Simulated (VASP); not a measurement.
Here is a VASP 6.6.1 calculation.

The input INCAR:

```
  PREC = Accurate
  ENCUT = 600
  EDIFF = 1E-6
  ISMEAR = 0
  SIGMA = 0.01
  LREAL = False
  LASPH = True
  NELM = 200
  ALGO = Normal
  ISIF = 2
  LWAVE = False
  LCHARG = True
  LMAXMIX = 4
  LDAU = True
  LDAUTYPE = 2
  LDAUL = 2 -1
  LDAUU = 3 0
  LDAUJ = 0 0
  LDAUPRINT = 1
  GGA = PS
  LELF = True
  LVHAR = True
  NBANDS = 37
  GGA_COMPAT = False
```

File KPOINTS:

```
regular mesh
0
Gamma
  4 4 4
```

File POSCAR:

```
Cu2O
1.0
    4.2600000000      0.0000000000      0.0000000000
    0.0000000000      4.2600000000      0.0000000000
    0.0000000000      0.0000000000      4.2600000000
Cu O
4 2
Direct
    0.2500000000      0.2500000000      0.2500000000
    0.2500000000      0.7500000000      0.7500000000
    0.7500000000      0.2500000000      0.7500000000
    0.7500000000      0.7500000000      0.2500000000
    1.0000000000      1.0000000000      1.0000000000
    0.5000000000      0.5000000000      0.5000000000
```

Potentials or basis: VASP PAW PBE potentials, release 64 (Cu, O).

Command:

```sh
$ cat potpaw_PBE.64/Cu/POTCAR potpaw_PBE.64/O/POTCAR > POTCAR
$ mpirun -np 1 vasp_std > vasp.out
```

Question: Estimate the band gap on the k mesh.

Answer: 0.64 eV.

Question: Estimate the pressure.

Answer: -3.5 GPa.

Eigenvalues of the final occupation matrices:
| site | spin | trace | eigenvalues |
| --- | --- | --- | --- |
| site 1 d | 1 | 4.67 | 0.85 0.94 0.94 0.97 0.97 |
| site 1 d | 2 | 4.67 | 0.85 0.94 0.94 0.97 0.97 |
| site 2 d | 1 | 4.67 | 0.85 0.94 0.94 0.97 0.97 |
| site 2 d | 2 | 4.67 | 0.85 0.94 0.94 0.97 0.97 |
| site 3 d | 1 | 4.67 | 0.85 0.94 0.94 0.97 0.97 |
| site 3 d | 2 | 4.67 | 0.85 0.94 0.94 0.97 0.97 |
| site 4 d | 1 | 4.67 | 0.85 0.94 0.94 0.97 0.97 |
| site 4 d | 2 | 4.67 | 0.85 0.94 0.94 0.97 0.97 |

Caveat: the cell stands under tension; semilocal functionals underestimate gaps, and a narrow one can read as zero; the PAW data sets were made with another functional, which shifts forces and pressure a little.
